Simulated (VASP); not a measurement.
## ZnCu: single point with PBE

Crystal: ZnCu.

```
Zn Cu
1.0
     3.03035    0.02106    0.02038
     0.02106    3.13722   -0.03646
     0.02038   -0.03646    2.97901
Zn Cu
1 1
Cartesian
  1.6226 1.5819 1.2449
  -0.0867 -0.0210 0.2366
```

This cell differs from its parent crystal: atoms moved at random and the cell strained at random.

| Item | Value |
| --- | --- |
| Program | VASP 6.6.1 |
| Task | single point |
| Functional | PBE |
| Potentials or basis | VASP PAW PBE potentials, release 64 (Zn, Cu) |
| Cutoff | 520 eV |
| k mesh | 12 × 12 × 12 |
| Occupations | gaussian, width 0.1 eV |
| Spin | no spin polarisation |

```yaml
Pressure: 2.0 GPa
Largest_force: 1.863 eV/Å
Band_gap_on_the_k_mesh: zero (an odd number of electrons rules out a gap without spin polarisation)
```

Forces on the atoms (eV/Å):
```
Zn  -1.120 -0.003  1.489
Cu   1.120  0.003 -1.489
```

Stress tensor (GPa, compression positive):
```
 3.28 -1.30 -6.09
-1.30  6.26  0.55
-6.09  0.55 -3.42
```

Levels at points of the mesh, in eV from the Fermi level:
```csv
k point,band 9,band 10,band 11,band 12,band 13,band 14,band 15,band 16
"(0.00, 0.00, 0.00)",-2.71,-2.66,-2.64,4.98,6.21,7.70,9.74,10.19
"(0.50, 0.00, 0.00)",-3.20,-2.85,-2.62,-1.98,9.78,10.71,11.11,11.54
"(0.00, 0.50, 0.00)",-3.09,-2.85,-2.59,-2.23,10.21,10.56,11.33,11.65
"(0.50, 0.50, 0.00)",-2.94,-2.52,-1.71,-1.54,1.16,1.63,13.70,15.27
"(0.00, 0.00, 0.50)",-3.16,-3.02,-2.69,-1.76,8.99,10.18,11.81,12.13
"(0.50, 0.00, 0.50)",-2.80,-2.39,-1.52,-1.05,1.57,2.00,12.32,13.83
"(0.00, 0.50, 0.50)",-2.78,-2.46,-1.78,-1.25,1.18,1.79,13.06,14.51
"(0.50, 0.50, 0.50)",-2.51,-2.38,2.41,2.76,3.25,4.05,4.25,5.38
```

It took 2 min on 1 thread of Intel(R) Xeon(R) 6975P-C (Granite Rapids), on a shared host, peak memory 0.51 GiB.

Caveat: the cell differs from its parent crystal (atoms moved at random and the cell strained at random); the stress differs along the axes, from -3 to 6 GPa; forces of over 1 eV/Å act on the atoms, so gaps and moduli don't describe the material at rest.
